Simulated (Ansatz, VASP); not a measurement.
**One calculation of MoS2, two programs**

INCAR

```
SYSTEM = MoS2
PREC = Accurate
ENCUT = 600
EDIFF = 1E-6
ISMEAR = 0
SIGMA = 0.02
LREAL = .False.
LASPH = .True.
NELM = 60
ALGO = Normal
ISIF = 3
LWAVE = .False.
LCHARG = .False.
IBRION = 2
NSW = 100
EDIFFG = -0.002
```

File KPOINTS:

```
regular mesh
0
Gamma
  12 12 2
  0 0 0
```

The input POSCAR:

```
MoS2
1.0
    3.1922379100      0.0000000000      0.0000000000
   -1.5961189600      2.7645591300      0.0000000000
    0.0000000000      0.0000000000     13.3782940000
Mo S
2 4
Direct
    0.6666666700      0.3333333300      0.2500000000
    0.3333333300      0.6666666700      0.7500000000
    0.6666666700      0.3333333300      0.6330820000
    0.3333333300      0.6666666700      0.3669180000
    0.6666666700      0.3333333300      0.8669180000
    0.3333333300      0.6666666700      0.1330820000
```

Input for Ansatz:

```yaml
crystal:
  lattice:
    - [3.19223791, 0.0, 0.0]
    - [-1.59611896, 2.76455913, 0.0]
    - [0.0, 0.0, 13.378294]
  atoms:
    - { symbol: Mo, position: [0.66666667, 0.33333333, 0.25] }
    - { symbol: Mo, position: [0.33333333, 0.66666667, 0.75] }
    - { symbol: S, position: [0.66666667, 0.33333333, 0.633082] }
    - { symbol: S, position: [0.33333333, 0.66666667, 0.366918] }
    - { symbol: S, position: [0.66666667, 0.33333333, 0.866918] }
    - { symbol: S, position: [0.33333333, 0.66666667, 0.133082] }
basis:
  ecutwfc: 420
kpoints:
  mp_grid: { grid: [12, 12, 2] }
hamiltonian:
  xc: lda
  pseudopotentials: { kind: paw, azcp: { folder: soft_1 } }
scf:
  occupations: { method: gaussian, width: 0.02 }
output:
  forces: true
  stress: true
  eigenvalues: true
  write_density: true
  write_potential: true
  elf: true
  volumetric_format: npy
relax:
  adjacent_minimum: "off"
  f_tol: 0.002
  max_steps: 80
  cell: { stress_tol: 0.02 }
```

Alike in both runs: task relaxation of cell and atoms; functional LDA; k mesh 12 × 12 × 2; occupations gaussian, width 0.02 eV; no spin polarisation.

```csv
,VASP,Ansatz
version,VASP 6.6.1,Ansatz 0.2.0
potentials or method,"VASP PAW LDA potentials, release 64 (Mo_sv, S), cutoff 600 eV","scalar-relativistic, plane waves, PAW"
valence electrons in the cell,52,52
```

|  | VASP | Ansatz | Ansatz less VASP |
| --- | --- | --- | --- |
| gap on the k mesh at the Fermi level, each at its own relaxed structure (eV) | 0.74 | 0.73 | -0.008 |
| relaxed volume (Å³/atom) | 17.01 | 17.00 | -0.009 |
| relaxed cell length with the largest relative difference (Å) | 3.124 | 3.122 | -0.0012 |

Ansatz warns that its potentials were made for another functional, while VASP's fit it. LDA's correlation is that of Perdew and Zunger in VASP and of Perdew and Wang (1992) in Ansatz.
